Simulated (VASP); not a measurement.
# LiCl (P1) in VASP: notebook

LiCl is run at these levels: PBE; tasks: single point.

Program: VASP 6.6.1. These are calculated values, not measurements. Logs are shortened: lines on timing, memory, paths and dates and some standing lists are left out, and cuts for length are marked.

### 1 The cell of the first run

The typed cell holds 16 atoms: a = 7.521 Å, b = 7.521 Å, c = 7.902 Å, α = 105.23°, β = 105.23°, γ = 116.62°.

### 2 Single point, PBE

INCAR reads:

```
  PREC = Accurate
  ENCUT = 520
  EDIFF = 1E-7
  ISMEAR = -1
  SIGMA = 0.0689
  LREAL = Auto
  LASPH = True
  NELM = 100
  ALGO = Normal
  ISIF = 2
  LWAVE = False
  LCHARG = False
  GGA = PE
  NBANDS = 54
```

KPOINTS reads:

```
Automatic mesh
0
Gamma
  4 4 4
```

POSCAR reads:

```
LiCl
1.0
   -3.9508755633      0.0000000000      6.3992626309
   -3.9508755633      0.0000000000     -6.3992626309
    3.9508755633     -6.8431172099      0.0000000000
Li Cl
8 8
Direct
    0.5707024108      0.7393224424      0.3647913714
    0.6117753581      0.7260654581      0.8441202575
    0.1336557058      0.2042578748      0.3026697275
    0.0932324032      0.2492516099      0.8605186911
    0.5133277098      0.1155240438      0.1755131870
    0.5556031535      0.2371973637      0.7765406523
    0.9912748914      0.6508367972      0.1980883222
    0.0620329308      0.6438081049      0.6607486966
    0.3681665093      0.9110853467      0.3396066273
    0.4695693130      0.9312792965      0.8366475842
    0.9024109341      0.3623341508      0.3196341685
    0.9205268792      0.4607400776      0.8520469212
    0.8353791508      0.8491414069      0.1542864747
    0.8034188080      0.7896013992      0.6511274678
    0.3724135494      0.3461233433      0.1620864640
    0.3186600593      0.3399902354      0.6487404027
```

Potentials or basis: VASP PAW PBE potentials, release 64 (Li_sv, Cl).

The run is started by

```bash
cat potpaw_PBE.64/Li_sv/POTCAR potpaw_PBE.64/Cl/POTCAR > POTCAR
mpirun -np 1 vasp_std > vasp.out
```

OUTCAR:

```text
PREC = Accurate
   ENCUT = 520
   EDIFF = 1E-7
   ISMEAR = -1
   LREAL = Auto
   LASPH = True
   NELM = 100
   ISIF = 2
   GGA = PE

 ion  position               nearest neighbor table
   1  0.571  0.739  0.365-  14 2.28   9 2.40  15 2.42
   2  0.612  0.726  0.844-  13 2.22  10 2.24  14 2.36  16 2.41
   3  0.134  0.204  0.303-  13 2.27  15 2.36  16 2.39  11 2.52
   4  0.093  0.249  0.861-  15 2.39  12 2.47
   5  0.513  0.116  0.176-   9 2.35  11 2.36  15 2.41  10 2.53
   6  0.556  0.237  0.777-  12 2.28  10 2.31  16 2.34
   7  0.991  0.651  0.198-   9 2.31  13 2.31  11 2.49  12 2.51
   8  0.062  0.644  0.661-  12 2.44  11 2.49  10 2.50  14 2.62
   9  0.368  0.911  0.340-   7 2.31   5 2.35   1 2.40
  10  0.470  0.931  0.837-   2 2.24   6 2.31   8 2.50   5 2.53
  11  0.902  0.362  0.320-   5 2.36   7 2.49   8 2.49   3 2.52
  12  0.921  0.461  0.852-   6 2.28   8 2.44   4 2.47   7 2.51
  13  0.835  0.849  0.154-   2 2.22   3 2.27   7 2.31
  14  0.803  0.790  0.651-   1 2.28   2 2.36   8 2.62
  15  0.372  0.346  0.162-   3 2.36   4 2.39   5 2.41   1 2.42
  16  0.319  0.340  0.649-   6 2.34   3 2.39   2 2.41

  LATTYP: Found a face centered orthorhombic cell.
 ALAT       =     7.9017511266
 B/A-ratio  =     1.6197074619
 C/A-ratio  =     1.7320508075

  Lattice vectors:

 A1 = (   0.0000000000,  -6.8431172099,  -6.3992626309)
 A2 = (  -3.9508755633,  -6.8431172099,   0.0000000000)
 A3 = (  -3.9508755633,   0.0000000000,  -6.3992626309)

Analysis of symmetry for initial positions (statically):
=====================================================================
 Subroutine PRICEL returns:
 Original cell was already a primitive cell.

 Routine SETGRP: Setting up the symmetry group for a
 face centered orthorhombic supercell.

 Subroutine GETGRP returns: Found  1 space group operations
 (whereof  1 operations were pure point group operations)
 out of a pool of  8 trial point group operations.

The static configuration has the point symmetry C_1 .

Analysis of symmetry for dynamics (positions and initial velocities):
=====================================================================
 Subroutine PRICEL returns:
 Original cell was already a primitive cell.

 Routine SETGRP: Setting up the symmetry group for a
 face centered orthorhombic supercell.

 Subroutine GETGRP returns: Found  1 space group operations
 (whereof  1 operations were pure point group operations)
 out of a pool of  8 trial point group operations.

The dynamic configuration has the point symmetry C_1 .

 Subroutine INISYM returns: Found  1 space group operations
 (whereof  1 operations are pure point group operations),
 and found     1 'primitive' translations

----------------------------------------------------------------------------------------

                                     Primitive cell

  volume of cell :     346.0248

  direct lattice vectors                    reciprocal lattice vectors
    -3.950875563  0.000000000  6.399262631    -0.126554226 -0.073066117  0.078134002
    -3.950875563  0.000000000 -6.399262631    -0.126554226 -0.073066117 -0.078134002
     3.950875563 -6.843117210  0.000000000     0.000000000 -0.146132233  0.000000000

  length of vectors
     7.520636937  7.520636937  7.901751126     0.165709239  0.165709239  0.146132233

  position of ions in fractional coordinates (direct lattice)
     0.570702411  0.739322442  0.364791371
     0.611775358  0.726065458  0.844120258
     0.133655706  0.204257875  0.302669728
     0.093232403  0.249251610  0.860518691
     0.513327710  0.115524044  0.175513187
     0.555603154  0.237197364  0.776540652
[... 8 lines left out ...]
     0.372413549  0.346123343  0.162086464
     0.318660059  0.339990235  0.648740403

  ion indices of the primitive-cell ions
   primitive index   ion index
                 1           1
                 2           2
                 3           3
                 4           4
                 5           5
                 6           6
[... 8 lines left out ...]
                15          15
                16          16

----------------------------------------------------------------------------------------

 KPOINTS: Automatic mesh

Automatic generation of k-mesh.
 Grid dimensions read from file:
 generate k-points for:    4    4    4

 Generating k-lattice:

  Cartesian coordinates                     Fractional coordinates (reciprocal lattice)
    -0.031638557 -0.018266529  0.019533501     0.250000000  0.000000000  0.000000000
    -0.031638557 -0.018266529 -0.019533501     0.000000000  0.250000000  0.000000000
     0.000000000 -0.036533058  0.000000000     0.000000000  0.000000000  0.250000000

  Length of vectors
     0.041427310  0.041427310  0.036533058

  Shift w.r.t. Gamma in fractional coordinates (k-lattice)
     0.000000000  0.000000000  0.000000000

 Subroutine IBZKPT returns following result:
 ===========================================

 Found     36 irreducible k-points:

[... 35 lines left out ...]
   NFREE  =      0    steps in history (QN), initial steepest desc. (CG)
   ISIF   =      2    stress and relaxation
   ISYM   =      2    0-nonsym 1-usesym 2-fastsym
   POTIM  = 0.5000    time-step for ionic-motion
   TEBEG  =    0.0;   TEEND  =   0.0 temperature during run
   PSTRESS=    0.0 pullay stress
   NELECT =      80.0000    total number of electrons
   NUPDOWN=      -1.0000    fix difference up-down
   EMIN   =  10.00;   EMAX   =-10.00  energy-range for DOS
   EFERMI =   0.00;   METHOD = LEGACY
   ISMEAR =    -1;   SIGMA  =   0.07  broadening in eV -4-tet -1-fermi 0-gaus
   EFERMI_NEDOS =   21; number of points for ismear=-14 and -15
   IALGO  =     38    algorithm
   IMIX   =      4    mixing-type and parameters
     AMIX     =   0.40;   BMIX     =  1.00
     AMIX_MAG =   1.60;   BMIX_MAG =  1.00
  volume/ion in A,a.u.               =      21.63       145.94
  Fermi-wavevector in a.u.,A,eV,Ry     =   1.004776  1.898751 13.736088  1.009574
  Thomas-Fermi vector in A             =   2.137413
   LORBIT       =      0    0 simple, 1 ext, 2 COOP (PROOUT), +10 PAW based schemes
   GGA     = PE    functional components
   LHFCALC =     F    Hartree Fock is set to
   AEXX    =    0.0000 exact exchange contribution
   IVDW    =     0    specifies the selected vdW correction
   LEPSILON=     F    determine dielectric tensor
   LRPA    =     F    only Hartree local field effects (RPA)
 non-spin polarized calculation
  energy-cutoff  :      520.00
  volume of cell :      346.02
 maximum number of plane-waves:      9366
   NGX = 27   NGY = 27   NGZ = 29

 number of electron      80.0000009 magnetization

 Free energy of the ion-electron system (eV)
  ---------------------------------------------------
  ext. energy  EPLUGINS =         0.00000000
  ---------------------------------------------------
  free energy    TOTEN  =       -58.42184295 eV

  energy without entropy =      -58.42184295  energy(sigma->0) =      -58.42184295

 E-fermi :   0.5482     XC(G=0):  -7.4969

 val. band max:       -1.1854124850   @ k =   0.0000   0.0000   0.0000
 cond. band min:       4.2859654794   @ k =   0.0000   0.0000   0.0000
 fundamental gap:      5.4713779644
 Fermi energy:         0.5481834757

 k-point     1 :       0.0000    0.0000    0.0000
  band No.  band energies     occupation
      1     -45.0995      2.00000
      2     -44.8193      2.00000
      3     -44.5952      2.00000
      4     -44.5848      2.00000
      5     -44.4353      2.00000
      6     -44.3499      2.00000
[... 44 lines left out ...]
     51       8.0620      0.00000
     52       8.1705      0.00000

 k-point     2 :       0.2500    0.0000   -0.0000
  band No.  band energies     occupation
      1     -45.0995      2.00000
      2     -44.8193      2.00000
      3     -44.5952      2.00000
      4     -44.5849      2.00000
      5     -44.4353      2.00000
      6     -44.3499      2.00000
[... 44 lines left out ...]
     51       8.0069      0.00000
     52       8.1391      0.00000
[... 1153 lines left out ...]
     51       7.7879      0.00000
     52       7.9072      0.00000

 k-point    24 :       0.0000    0.5000    0.2500
  band No.  band energies     occupation
      1     -45.0995      2.00000
      2     -44.8193      2.00000
      3     -44.5952      2.00000
      4     -44.5849      2.00000
      5     -44.4353      2.00000
      6     -44.3499      2.00000
[... 44 lines left out ...]
     51       7.7862      0.00000
     52       7.9257      0.00000

 [... further k-points ...]

 [bands above 52 left out]

------------------------ aborting loop because EDIFF is reached ----------------------------------------

  FORCE on cell =-STRESS in cart. coord.  units (eV):
  Direction    XX          YY          ZZ          XY          YZ          ZX
  --------------------------------------------------------------------------------------
  -------------------------------------------------------------------------------------
  Total       -1.0772078      0.1096539     -0.7980686      0.7640211     -1.0661892      0.5298321
  in kB       -4.9877285      0.5077237     -3.6952477      3.5375997     -4.9367097      2.4532487
  external PRESSURE =      -2.7250842 kB  Pullay stress =       0.0000000 kB

 VOLUME and BASIS-vectors are now :
 -----------------------------------------------------------------------------
  energy-cutoff  :      520.00
  volume of cell :      346.02
      direct lattice vectors                 reciprocal lattice vectors
    -3.950875563  0.000000000  6.399262631    -0.126554226 -0.073066117  0.078134002
    -3.950875563  0.000000000 -6.399262631    -0.126554226 -0.073066117 -0.078134002
     3.950875563 -6.843117210  0.000000000     0.000000000 -0.146132233  0.000000000

 POSITION                                       TOTAL-FORCE (eV/Angst)
 -----------------------------------------------------------------------------------
     -3.73450     -2.49631     -1.07904        -0.124808      0.147007     -0.034742
     -1.95063     -5.77641     -0.73137        -0.014043      0.406746      0.224779
     -0.13924     -2.07120     -0.45180         0.010618     -0.261605     -0.193042
      2.04669     -5.88863     -0.99841        -0.019246      0.310774      0.037605
     -1.79108     -1.20106      2.54565        -0.054318      0.035554      0.105970
     -0.06424     -5.31396      2.03756         0.053916      0.427314      0.018866
[... 8 lines left out ...]
     -2.19847     -1.10918      0.16824         0.102516      0.251439     -0.181339
     -0.03915     -4.43941     -0.13650         0.282331     -0.454258     -0.034951
 -----------------------------------------------------------------------------------
    total drift:                               -0.002861     -0.000093      0.001492

  FREE ENERGIE OF THE ION-ELECTRON SYSTEM (eV)
  ---------------------------------------------------
  free  energy   TOTEN  =       -58.4218429508 eV

  energy  without entropy=      -58.4218429508  energy(sigma->0) =      -58.42184295
```

Run time: 9.5 min. Hardware: 1 thread of Intel Xeon 6975P-C (Granite Rapids), shared host; peak memory 0.66 GiB.

What came out:

```
Free energy            : -58.4218 eV
Largest force          : 0.846 eV/Å
Band gap on the k mesh : 5.47 eV, direct
```

Forces in eV/Å, atoms in the order of the input:
```
Li  -0.125  0.147 -0.035
Li  -0.014  0.407  0.225
Li   0.011 -0.262 -0.193
Li  -0.019  0.311  0.038
Li  -0.054  0.036  0.106
Li   0.054  0.427  0.019
Li   0.000  0.103  0.236
Li   0.132  0.075 -0.121
Cl  -0.214 -0.099  0.312
Cl   0.430 -0.047 -0.727
Cl  -0.455 -0.205 -0.305
Cl  -0.009 -0.117  0.467
Cl   0.521 -0.349  0.112
Cl  -0.642 -0.225  0.083
Cl   0.103  0.251 -0.181
Cl   0.282 -0.454 -0.035
```

Caveat: the cutoff is under 1.25 times the usual one of these potentials, so pressure, stress and relaxed cells hold a basis-set (Pulay) error.

### 3 Single point, PBE (dynamics (nve) at 800 K, volume x 1.02, from the last frame before)

INCAR reads:

```
SYSTEM = LiCl
PREC = Accurate
ENCUT = 520
EDIFF = 1E-6
ISMEAR = -1
SIGMA = 0.0689
LREAL = Auto
LASPH = .TRUE.
NELM = 100
ALGO = Normal
ISIF = 2
LWAVE = .FALSE.
LCHARG = .FALSE.
GGA = PE
NBANDS = 54
```

KPOINTS reads:

```
Automatic mesh
0
Gamma
  2 2 2
  0.5 0.5 0.5
```

POSCAR reads:

```
LiCl
1.0
   -3.9508755633      0.0000000000      6.3992626309
   -3.9508755633      0.0000000000     -6.3992626309
    3.9508755633     -6.8431172099      0.0000000000
Li Cl
8 8
Direct
    0.5850922401      0.7454683739      0.3552170634
    0.6372813313      0.7562001886      0.8383258425
    0.1277186776      0.2285184161      0.3390254659
    0.0916698831      0.2532769400      0.8527734980
    0.5330013846      0.1392019510      0.1909578574
    0.5266671347      0.1875349370      0.7182454793
    0.0133619089      0.6496061506      0.1930484251
    0.0376997360      0.6380507798      0.6489470900
    0.3997552222      0.9148308161      0.3326586306
    0.4402171522      0.9219581242      0.8337093791
    0.9066856984      0.3940097560      0.3268672641
    0.9174083287      0.4308896187      0.8388063252
    0.8327447198      0.8391924939      0.1566563844
    0.8131519341      0.8126870368      0.6641794756
    0.3479818801      0.3377403876      0.1658162450
    0.3285111227      0.3328019295      0.6545758114
```

Potentials or basis: VASP PAW PBE potentials, release 64 (Li_sv, Cl).

The run is started by

```bash
cat potpaw_PBE.64/Li_sv/POTCAR potpaw_PBE.64/Cl/POTCAR > POTCAR
mpirun -np 1 vasp_std > vasp.out
```

It took 62 s on 1 thread of Intel Xeon 6975P-C (Granite Rapids), shared host; peak memory 0.41 GiB.

Results (log left out):

| Item | Value |
| --- | --- |
| Free energy | -58.9110 eV |
| Largest force | 1.032 eV/Å |
| Band gap on the k mesh | 6.45 eV, direct |

Forces on the atoms (eV/Å):
```
Li  -0.060  0.196  0.367
Li   0.660 -0.186 -0.120
Li   0.047  0.349 -0.054
Li  -0.013  0.131  0.477
Li  -0.004  0.371 -0.185
Li  -0.101  0.207  0.329
Li  -0.131  0.261 -0.049
Li   0.080 -0.304 -0.148
Cl   0.141 -0.250 -0.078
Cl   0.279 -0.068 -0.328
Cl  -0.295 -0.121  0.080
Cl  -0.019 -0.055 -0.177
Cl   0.185 -0.385  0.037
Cl  -0.933  0.314  0.308
Cl   0.032  0.013 -0.139
Cl   0.133 -0.474 -0.321
```

Levels at points of the mesh, in eV from the valence-band top:
```tsv
k point	band 36	band 37	band 38	band 39	band 40	band 41	band 42	band 43	band 44	band 45
(0.25, 0.25, 0.25)	-0.33	-0.28	-0.26	-0.21	-0.17	7.36	7.44	7.49	7.66	8.13
```

Caveat: the cutoff is under 1.25 times the usual one of these potentials, so pressure, stress and relaxed cells hold a basis-set (Pulay) error; forces of over 1 eV/Å act on the atoms, so gaps and moduli don't describe the material at rest. A k mesh can miss the band edges.

### 4 Single point, PBE (dynamics (nve) at 800 K, volume x 1.02, from the last frame before)

INCAR reads:

```
SYSTEM = LiCl
  PREC = Accurate
  ENCUT = 520
  EDIFF = 1E-6
  ISMEAR = -1
  SIGMA = 0.0689
  LREAL = Auto
  LASPH = .True.
  NELM = 100
  ALGO = Normal
  ISIF = 2
  LWAVE = .False.
  LCHARG = .False.
  GGA = PE
  NBANDS = 54
```

KPOINTS is that of step 3.

POSCAR reads:

```
LiCl
1.0
   -3.9508755633      0.0000000000      6.3992626309
   -3.9508755633      0.0000000000     -6.3992626309
    3.9508755633     -6.8431172099      0.0000000000
Li Cl
8 8
Direct
    0.5744241752      0.7482473270      0.3655664404
    0.6390889908      0.7582177160      0.8500718052
    0.1366859709      0.2179512713      0.3253270303
    0.0897243617      0.2597648902      0.8636914755
    0.5285943861      0.1283721812      0.1932739071
    0.5403916727      0.2184148890      0.7566700732
    0.0029453661      0.6534675028      0.2037542186
    0.0535001065      0.6394910583      0.6486460576
    0.3830702614      0.9129680317      0.3349260183
    0.4593783088      0.9264908766      0.8348649928
    0.9015730340      0.3744376131      0.3219380777
    0.9182941041      0.4460373498      0.8449782201
    0.8333694070      0.8446250788      0.1515611918
    0.8028802429      0.7973031941      0.6583987767
    0.3617281410      0.3420668132      0.1646759752
    0.3236443759      0.3350777245      0.6481325489
```

The run is started by

```bash
cat potpaw_PBE.64/Li_sv/POTCAR potpaw_PBE.64/Cl/POTCAR > POTCAR
mpirun -np 1 vasp_std > vasp.out
```

Wall time 68 s (1 thread of Intel Xeon 6975P-C (Granite Rapids), shared host); peak memory 0.42 GiB.

Results (log left out):

- Free energy: -58.4928 eV
- Largest force: 0.975 eV/Å
- Band gap on the k mesh: 6.25 eV, direct

Forces in eV/Å, atoms in the order of the input:
```
Li  -0.043  0.173  0.293
Li   0.429  0.344  0.087
Li   0.057  0.175 -0.124
Li  -0.021  0.222  0.345
Li  -0.070  0.351 -0.151
Li  -0.091  0.265  0.196
Li  -0.072  0.273  0.069
Li   0.159 -0.215 -0.146
Cl   0.097 -0.217  0.086
Cl   0.414 -0.056 -0.700
Cl  -0.500 -0.211 -0.062
Cl  -0.022 -0.098  0.087
Cl   0.328 -0.701  0.187
Cl  -0.926  0.151  0.266
Cl   0.048  0.123 -0.189
Cl   0.213 -0.577 -0.246
```

Levels at points of the mesh, in eV from the valence-band top:
```tsv
k point	band 37	band 38	band 39	band 40	band 41	band 42	band 43	band 44
(0.25, 0.25, 0.25)	-0.33	-0.31	-0.22	-0.16	7.08	7.20	7.27	7.54
```

Caveat: the cutoff is under 1.25 times the usual one of these potentials, so pressure, stress and relaxed cells hold a basis-set (Pulay) error.

### 5 Single point, PBE (dynamics (nve) at 800 K, volume x 1.02, from the last frame before)

INCAR reads:

```
  PREC = Accurate
  ENCUT = 520
  EDIFF = 1E-6
  ISMEAR = -1
  SIGMA = 0.0689
  LREAL = Auto
  LASPH = True
  NELM = 100
  ALGO = Normal
  ISIF = 2
  LWAVE = False
  LCHARG = True
  GGA = PE
  LELF = True
  LVHAR = True
  NBANDS = 54
```

KPOINTS is that of step 4.

POSCAR reads:

```
LiCl
1.0
   -3.9508755633      0.0000000000      6.3992626309
   -3.9508755633      0.0000000000     -6.3992626309
    3.9508755633     -6.8431172099      0.0000000000
Li Cl
8 8
Direct
    0.5707024094      0.7393224617      0.3647913551
    0.6117753348      0.7260653776      0.8441202778
    0.1336556512      0.2042578481      0.3026696660
    0.0932323175      0.2492515431      0.8605186524
    0.5133276431      0.1155239981      0.1755131416
    0.5556031916      0.2371974443      0.7765406959
   -0.0087250997      0.6508368286      0.1980883797
    0.0620329294      0.6438080830      0.6607487292
    0.3681664832      0.9110852850      0.3396066337
    0.4695693069      0.9312792211      0.8366475138
    0.9024109620      0.3623342064      0.3196341569
    0.9205269064      0.4607401826      0.8520469285
    0.8353790858      0.8491412964      0.1542864118
    0.8034188199      0.7896014467      0.6511275291
    0.3724135279      0.3461233114      0.1620865120
    0.3186601503      0.3399902640      0.6487404590
```

The run is started by

```bash
cat potpaw_PBE.64/Li_sv/POTCAR potpaw_PBE.64/Cl/POTCAR > POTCAR
mpirun -np 1 vasp_std > vasp.out
```

Run time: 78 s. Hardware: 1 thread of Intel Xeon 6975P-C (Granite Rapids), shared host; peak memory 0.42 GiB.

It converged, with:

| Property | Result |
| --- | --- |
| Free energy | -58.4238 eV |
| Largest force | 0.846 eV/Å |
| Band gap on the k mesh | 6.19 eV, direct |

Forces in eV/Å, atoms in the order of the input:
```
Li  -0.125  0.147 -0.035
Li  -0.014  0.407  0.225
Li   0.011 -0.261 -0.193
Li  -0.019  0.311  0.037
Li  -0.054  0.035  0.106
Li   0.054  0.427  0.019
Li   0.001  0.102  0.236
Li   0.132  0.075 -0.121
Cl  -0.215 -0.098  0.312
Cl   0.431 -0.046 -0.727
Cl  -0.456 -0.203 -0.305
Cl  -0.009 -0.116  0.467
Cl   0.522 -0.350  0.112
Cl  -0.643 -0.225  0.083
Cl   0.103  0.250 -0.181
Cl   0.282 -0.455 -0.035
```

Levels at points of the mesh, in eV from the valence-band top:
| k point | band 38 | band 39 | band 40 | band 41 | band 42 | band 43 |
| --- | --- | --- | --- | --- | --- | --- |
| (0.25, 0.25, 0.25) | -0.23 | -0.16 | -0.03 | 6.95 | 7.16 | 7.23 |

Caveat: the cutoff is under 1.25 times the usual one of these potentials, so pressure, stress and relaxed cells hold a basis-set (Pulay) error. A k mesh can miss the band edges.
